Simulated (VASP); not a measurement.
# GaN (F-43m) in VASP: further runs

GaN is run at these levels: LDA, PBE, PBEsol; tasks: relaxation of cell and atoms.

Everything below comes from runs of VASP 6.6.1. Logs are shortened: lines on timing, memory, paths and dates and some standing lists are left out, and cuts for length are marked.

## 1. The cell of the first run

It takes space group F-43m (No. 216, cubic). The conventional cell has a = 4.507 Å, b = 4.507 Å, c = 4.507 Å, α = 90.00°, β = 90.00°, γ = 90.00°. Ga (site symmetry -43m) has 4 N at 1.95 Å within 2.6 Å. N (site symmetry -43m) has 4 Ga at 1.95 Å within 2.6 Å.

## 2. Relaxation of cell and atoms, LDA

File INCAR:

```
SYSTEM = GaN
PREC     = Accurate       ! precision mode
ENCUT    = 600            ! plane-wave cutoff, eV
EDIFF    = 1E-6           ! SCF threshold, eV
ISMEAR   = -1             ! smearing method
SIGMA    = 0.05           ! smearing width, eV
LREAL    = .False.        ! projectors in reciprocal space
LASPH    = .True.         ! aspherical terms in the spheres
NELM     = 80             ! most SCF steps
ALGO     = Normal         ! electronic algorithm
ISIF     = 3              ! what is computed and relaxed
LWAVE    = .False.        ! write WAVECAR
LCHARG   = .False.        ! write CHGCAR
IBRION   = 2              ! ionic algorithm
NSW      = 80             ! ionic steps
EDIFFG   = -0.01          ! ionic threshold
```

File KPOINTS:

```
Automatic mesh
0
Gamma
  10 10 10
  0 0 0
```

File POSCAR:

```
GaN
1.0
    0.0000000000      2.2535006075      2.2535006075
    2.2535006075      0.0000000000      2.2535006075
    2.2535006075      2.2535006075      0.0000000000
Ga N
1 1
Direct
    0.0000000000      0.0000000000      0.0000000000
    0.2500000000      0.2500000000      0.2500000000
```

Potentials or basis: VASP PAW LDA potentials, release 64 (Ga_d, N).

The run is started by

```console
> cat potpaw_LDA.64/Ga_d/POTCAR potpaw_LDA.64/N/POTCAR > POTCAR
> mpirun -np 1 vasp_std > vasp.out
```

OUTCAR:

```text
SYSTEM = GaN
   PREC = Accurate
   ENCUT = 600
   EDIFF = 1E-6
   ISMEAR = -1
   LREAL = .False.
   LASPH = .True.
   NELM = 80
   ISIF = 3
   IBRION = 2
   NSW = 80
   EDIFFG = -0.01

 ion  position               nearest neighbor table
   1  0.000  0.000  0.000-   2 1.95   2 1.95   2 1.95   2 1.95
   2  0.250  0.250  0.250-   1 1.95   1 1.95   1 1.95   1 1.95

  LATTYP: Found a face centered cubic cell.
 ALAT       =     4.5070012150

  Lattice vectors:

 A1 = (   0.0000000000,   2.2535006075,   2.2535006075)
 A2 = (   2.2535006075,   0.0000000000,   2.2535006075)
 A3 = (   2.2535006075,   2.2535006075,   0.0000000000)

Analysis of symmetry for initial positions (statically):
=====================================================================
 Subroutine PRICEL returns:
 Original cell was already a primitive cell.

 Routine SETGRP: Setting up the symmetry group for a
 face centered cubic supercell.

 Subroutine GETGRP returns: Found 24 space group operations
 (whereof 24 operations were pure point group operations)
 out of a pool of 48 trial point group operations.

The static configuration has the point symmetry T_d .

Analysis of symmetry for dynamics (positions and initial velocities):
=====================================================================
 Subroutine PRICEL returns:
 Original cell was already a primitive cell.

 Routine SETGRP: Setting up the symmetry group for a
 face centered cubic supercell.

 Subroutine GETGRP returns: Found 24 space group operations
 (whereof 24 operations were pure point group operations)
 out of a pool of 48 trial point group operations.

The dynamic configuration has the point symmetry T_d .

 Subroutine INISYM returns: Found 24 space group operations
 (whereof 24 operations are pure point group operations),
 and found     1 'primitive' translations

----------------------------------------------------------------------------------------

                                     Primitive cell

  volume of cell :      22.8877

  direct lattice vectors                    reciprocal lattice vectors
     0.000000000  2.253500607  2.253500607    -0.221877020  0.221877020  0.221877020
     2.253500607  0.000000000  2.253500607     0.221877020 -0.221877020  0.221877020
     2.253500607  2.253500607  0.000000000     0.221877020  0.221877020 -0.221877020

  length of vectors
     3.186931122  3.186931122  3.186931122     0.384302272  0.384302272  0.384302272

  position of ions in fractional coordinates (direct lattice)
     0.000000000  0.000000000  0.000000000
     0.250000000  0.250000000  0.250000000

  ion indices of the primitive-cell ions
   primitive index   ion index
                 1           1
                 2           2

----------------------------------------------------------------------------------------

 KPOINTS: Automatic mesh

Automatic generation of k-mesh.
 Grid dimensions read from file:
 generate k-points for:   10   10   10

 Generating k-lattice:

  Cartesian coordinates                     Fractional coordinates (reciprocal lattice)
    -0.022187702  0.022187702  0.022187702     0.100000000  0.000000000  0.000000000
     0.022187702 -0.022187702  0.022187702     0.000000000  0.100000000  0.000000000
     0.022187702  0.022187702 -0.022187702     0.000000000  0.000000000  0.100000000

  Length of vectors
     0.038430227  0.038430227  0.038430227

  Shift w.r.t. Gamma in fractional coordinates (k-lattice)
     0.000000000  0.000000000  0.000000000

 Subroutine IBZKPT returns following result:
 ===========================================

 Found     47 irreducible k-points:

 Following reciprocal coordinates:
            Coordinates               Weight
  0.000000  0.000000  0.000000      1.000000
  0.100000  0.000000  0.000000      8.000000
  0.200000  0.000000  0.000000      8.000000
  0.300000  0.000000  0.000000      8.000000
  0.400000  0.000000  0.000000      8.000000
  0.500000  0.000000  0.000000      4.000000
[... 16 lines left out ...]
  0.300000  0.300000  0.000000      6.000000
  0.400000  0.300000  0.000000     24.000000
 [... further k-points ...]
   k-points           NKPTS =     47   k-points in BZ     NKDIM =     47   number of bands    NBANDS=     13
   number of dos      NEDOS =    301   number of ions     NIONS =      2
   total plane-waves  NPLWV =  21952
   dimension x,y,z NGX =    28 NGY =   28 NGZ =   28
   dimension x,y,z NGXF=    56 NGYF=   56 NGZF=   56
   ions per type =               1   1
   NGX,Y,Z   is equivalent  to a cutoff of  14.61, 14.61, 14.61 a.u.
   NGXF,Y,Z  is equivalent  to a cutoff of  29.21, 29.21, 29.21 a.u.
 SYSTEM =  GaN
   PREC   = accura    normal or accurate (medium, high low for compatibility)
   ISTART =      0    job   : 0-new  1-cont  2-samecut
   ICHARG =      2    charge: 1-file 2-atom 10-const
   ISPIN  =      1    spin polarized calculation?
   LNONCOLLINEAR =      F non collinear calculations
   LSORBIT =      F    spin-orbit coupling
   LASPH  =      T    aspherical Exc in radial PAW
   ENCUT  =  600.0 eV  44.10 Ry    6.64 a.u.   6.37  6.37  6.37*2*pi/ulx,y,z
   NELM   =     80;   NELMIN=  2; NELMDL= -5     # of ELM steps
   EDIFF  = 0.1E-05   stopping-criterion for ELM
   LREAL  =      F    real-space projection
   EDIFFG = -.1E-01   stopping-criterion for IOM
   NSW    =     80    number of steps for IOM
   IBRION =      2    ionic relax: 0-MD 1-quasi-New 2-CG
   NFREE  =      1    steps in history (QN), initial steepest desc. (CG)
   ISIF   =      3    stress and relaxation
   ISYM   =      2    0-nonsym 1-usesym 2-fastsym
   POTIM  = 0.5000    time-step for ionic-motion
   TEBEG  =    0.0;   TEEND  =   0.0 temperature during run
   PSTRESS=    0.0 pullay stress
   NELECT =      18.0000    total number of electrons
   NUPDOWN=      -1.0000    fix difference up-down
   EMIN   =  10.00;   EMAX   =-10.00  energy-range for DOS
   EFERMI =   0.00;   METHOD = LEGACY
   ISMEAR =    -1;   SIGMA  =   0.05  broadening in eV -4-tet -1-fermi 0-gaus
   EFERMI_NEDOS =   21; number of points for ismear=-14 and -15
   IALGO  =     38    algorithm
   IMIX   =      4    mixing-type and parameters
     AMIX     =   0.40;   BMIX     =  1.00
     AMIX_MAG =   1.60;   BMIX_MAG =  1.00
  volume/ion in A,a.u.               =      11.44        77.23
  Fermi-wavevector in a.u.,A,eV,Ry     =   1.511117  2.855596 31.068543  2.283473
  Thomas-Fermi vector in A             =   2.621216
   LORBIT       =      0    0 simple, 1 ext, 2 COOP (PROOUT), +10 PAW based schemes
   GGA     = CA    functional components
   LHFCALC =     F    Hartree Fock is set to
   AEXX    =    0.0000 exact exchange contribution
   IVDW    =     0    specifies the selected vdW correction
   LEPSILON=     F    determine dielectric tensor
   LRPA    =     F    only Hartree local field effects (RPA)
 conjugate gradient relaxation of ions
 non-spin polarized calculation
  energy-cutoff  :      600.00
  volume of cell :       22.89
 maximum number of plane-waves:       785
 NGX is ok and might be reduce to    28
   NGX = 13   NGY = 13   NGZ = 13

--------------------------------------- Ionic step        1  -------------------------------------------

 number of electron      18.0000005 magnetization

 Free energy of the ion-electron system (eV)
  ---------------------------------------------------
  ext. energy  EPLUGINS =         0.00000000
  ---------------------------------------------------
  free energy    TOTEN  =       -13.93335767 eV

  energy without entropy =      -13.93335767  energy(sigma->0) =      -13.93335767

------------------------ aborting loop because EDIFF is reached ----------------------------------------

  FORCE on cell =-STRESS in cart. coord.  units (eV):
  Direction    XX          YY          ZZ          XY          YZ          ZX
  --------------------------------------------------------------------------------------
  -------------------------------------------------------------------------------------
  Total       -0.7996054     -0.7996054     -0.7996054      0.0000000     -0.0000000      0.0000000
  in kB      -55.9736026    -55.9736026    -55.9736026      0.0000000     -0.0000000      0.0000000
  external PRESSURE =     -55.9736026 kB  Pullay stress =       0.0000000 kB

 VOLUME and BASIS-vectors are now :
 -----------------------------------------------------------------------------
  energy-cutoff  :      600.00
  volume of cell :       22.89
      direct lattice vectors                 reciprocal lattice vectors
     0.000000000  2.253500607  2.253500607    -0.221877020  0.221877020  0.221877020
     2.253500607  0.000000000  2.253500607     0.221877020 -0.221877020  0.221877020
     2.253500607  2.253500607  0.000000000     0.221877020  0.221877020 -0.221877020
[... 37 lines left out ...]
 POSITION                                       TOTAL-FORCE (eV/Angst)
 -----------------------------------------------------------------------------------
      4.42007      4.42007      4.42007        -0.000000      0.000000     -0.000000
      1.10502      1.10502      1.10502         0.000000     -0.000000      0.000000
 -----------------------------------------------------------------------------------
    total drift:                               -0.000000     -0.000000     -0.000000

  FREE ENERGIE OF THE ION-ELECTRON SYSTEM (eV)
  ---------------------------------------------------
  free  energy   TOTEN  =       -13.9336315114 eV

  energy  without entropy=      -13.9336315113  energy(sigma->0) =      -13.93363151

--------------------------------------- Ionic step        3  -------------------------------------------

 number of electron      18.0000001 magnetization

 Free energy of the ion-electron system (eV)
  ---------------------------------------------------
  ext. energy  EPLUGINS =         0.00000000
  ---------------------------------------------------
  free energy    TOTEN  =       -13.94539603 eV

  energy without entropy =      -13.94539603  energy(sigma->0) =      -13.94539603

 E-fermi :   6.3526     XC(G=0): -12.2767

 val. band max:        5.3613025474   @ k =   0.0000   0.0000   0.0000
 cond. band min:       7.3010418011   @ k =   0.0000   0.0000   0.0000
 fundamental gap:      1.9397392537
 Fermi energy:         6.3526317435

 k-point     1 :       0.0000    0.0000    0.0000
  band No.  band energies     occupation
      1     -10.7015      2.00000
      2      -8.2230      2.00000
      3      -8.2230      2.00000
      4      -8.2230      2.00000
      5      -7.8742      2.00000
      6      -7.8742      2.00000
      7       5.3613      2.00000
      8       5.3613      2.00000
      9       5.3613      2.00000
     10       7.3010      0.00000
     11      15.6563      0.00000
     12      15.6563      0.00000
     13      15.6563      0.00000

 k-point     2 :       0.1000    0.0000    0.0000
  band No.  band energies     occupation
      1     -10.5831      2.00000
      2      -8.2082      2.00000
      3      -8.2082      2.00000
      4      -8.1847      2.00000
      5      -7.8757      2.00000
      6      -7.8757      2.00000
      7       4.2811      2.00000
      8       5.2489      2.00000
      9       5.2489      2.00000
     10       8.1156      0.00000
     11      15.1582      0.00000
[... 339 lines left out ...]
 k-point    24 :       0.4000    0.3000    0.0000
  band No.  band energies     occupation
      1      -9.6722      2.00000
      2      -8.0895      2.00000
      3      -7.9795      2.00000
      4      -7.9782      2.00000
      5      -7.8082      2.00000
      6      -6.8754      2.00000
      7       0.2471      2.00000
      8       2.7638      2.00000
      9       3.1022      2.00000
     10       9.7689      0.00000
     11      12.5621      0.00000
     12      16.1564      0.00000
     13      18.2946      0.00000

 [... further k-points ...]
[... 5 lines left out ...]
  --------------------------------------------------------------------------------------
  -------------------------------------------------------------------------------------
  Total        0.0016202      0.0016202      0.0016202     -0.0000000      0.0000000     -0.0000000
  in kB        0.1168171      0.1168171      0.1168171     -0.0000000      0.0000000     -0.0000000
  external PRESSURE =       0.1168171 kB  Pullay stress =       0.0000000 kB

 VOLUME and BASIS-vectors are now :
 -----------------------------------------------------------------------------
  energy-cutoff  :      600.00
  volume of cell :       22.22
      direct lattice vectors                 reciprocal lattice vectors
     0.000000000  2.231419164  2.231419164    -0.224072648  0.224072648  0.224072648
     2.231419164  0.000000000  2.231419164     0.224072648 -0.224072648  0.224072648
     2.231419164  2.231419164  0.000000000     0.224072648  0.224072648 -0.224072648

 POSITION                                       TOTAL-FORCE (eV/Angst)
 -----------------------------------------------------------------------------------
      0.00000      0.00000      0.00000         0.000000     -0.000000      0.000000
      1.11571      1.11571      1.11571        -0.000000      0.000000     -0.000000
 -----------------------------------------------------------------------------------
    total drift:                               -0.000000     -0.000000      0.000000

  FREE ENERGIE OF THE ION-ELECTRON SYSTEM (eV)
  ---------------------------------------------------
  free  energy   TOTEN  =       -13.9453960288 eV

  energy  without entropy=      -13.9453960288  energy(sigma->0) =      -13.94539603

 reached required accuracy - stopping structural energy minimisation
```

Run time: 25 s. Hardware: 1 thread of Intel Xeon Platinum 8559C (Emerald Rapids), shared host; peak memory 0.16 GiB.

What came out:

- Free energy: -13.9454 eV
- Relaxed volume: 11.11 Å³/atom
- Relaxed cell: a = 3.156 Å, b = 3.156 Å, c = 3.156 Å, α = 60.00°, β = 60.00°, γ = 60.00°
- Space group after relaxing (to 0.05 Å): F-43m (No. 216)
- Energy gained by relaxing: 6.0 meV/atom
- Ionic steps: 3
- Pressure after relaxing: 0.0 GPa
- Band gap on the k mesh: 1.94 eV, direct

The path:
| step | energy change (eV) | largest force (eV/Å) | pressure (GPa) | volume (Å³) |
| --- | --- | --- | --- | --- |
| 1 | 0.0000 | 0.0000 | -5.60 | 22.89 |
| 2 | -0.0003 | 0.0000 | 6.11 | 21.59 |
| 3 | -0.0120 | 0.0000 | 0.01 | 22.22 |

Final structure:
```yaml
crystal:
  lattice:
    - [0.00000, 2.23142, 2.23142]
    - [2.23142, 0.00000, 2.23142]
    - [2.23142, 2.23142, 0.00000]
  atoms:
    - { symbol: Ga, position: [0.00000, 0.00000, 0.00000] }
    - { symbol: N, position: [0.25000, 0.25000, 0.25000] }
```

(Continued in part 2 of 2.)
